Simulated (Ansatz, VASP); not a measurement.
# HgTe in VASP and in Ansatz

```
Hg Te
1.0
     0.00000    2.92150    2.95072
     2.92150    0.00000    2.95072
     2.92150    2.92150    0.00000
Hg Te
1 1
Direct
  0.00000 0.00000 0.00000
  0.50000 0.50000 0.50000
```

Change from the starting cell: z stretched by +1 %, ions relaxed.

Alike in both runs: functional PBE; k mesh 14 × 14 × 14; occupations fermi-dirac, width 0.05 eV; no spin polarisation.

Ansatz relaxed the structure, and its values are those at the end. VASP's run is a single point on that final structure, the one shown.

|  | VASP | Ansatz |
| --- | --- | --- |
| version | VASP 6.6.1 | Ansatz 0.2.0 |
| potentials or method | VASP PAW PBE potentials, release 64 (Hg, Te) | plane-wave PAW, scalar-relativistic |
| plane-wave cutoff (eV) | 520 | 420 |
| valence electrons in the cell | 18 | 36 |

|  | VASP | Ansatz | Ansatz less VASP |
| --- | --- | --- | --- |
| pressure (GPa) | 9.7 | 9.5 | -0.23 |

With one functional, cell and mesh, what is left measures potentials, basis and numerics. VASP's potentials hold 18 valence electrons a cell and Ansatz's 36, so a difference there can come from the potentials and not from the codes. Ansatz's warnings: stress scf threshold loose.

Spin-orbit coupling is off throughout.
